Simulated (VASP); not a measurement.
Input of a VASP 6.6.1 run:

File INCAR:

```
PREC = Accurate
ENCUT = 520
EDIFF = 1E-7
ISMEAR = 0
SIGMA = 0.1
LREAL = False
LASPH = True
NELM = 60
ALGO = Fast
ISIF = 2
LWAVE = False
LCHARG = False
GGA = PE
NBANDS = 13
```

Contents of KPOINTS:

```
Automatic mesh
0
Gamma
  8 8 8
```

The input POSCAR:

```
W
1.0
   -1.5928804297      1.5928804297      1.5928804297
    1.5928804297     -1.5928804297      1.5928804297
    1.5928804297      1.5928804297     -1.5928804297
W
1
Direct
    0.0000000000      0.0000000000      0.0000000000
```

Potentials or basis: VASP PAW PBE potentials, release 64 (W_sv).

Launch:

```bash
$ cat potpaw_PBE.64/W_sv/POTCAR > POTCAR
$ mpirun -np 1 vasp_std > vasp.out
```

**Question.** Predict the band gap on the k mesh.

**Answer.** Zero (band 7 reaches 16.19 eV, above the bottom of band 8 at 9.97 eV).

**Question.** What does it give for the pressure?

**Answer.** 0.2 GPa.

Caveat: spin-orbit coupling is left out, which moves the levels of the heavy elements.
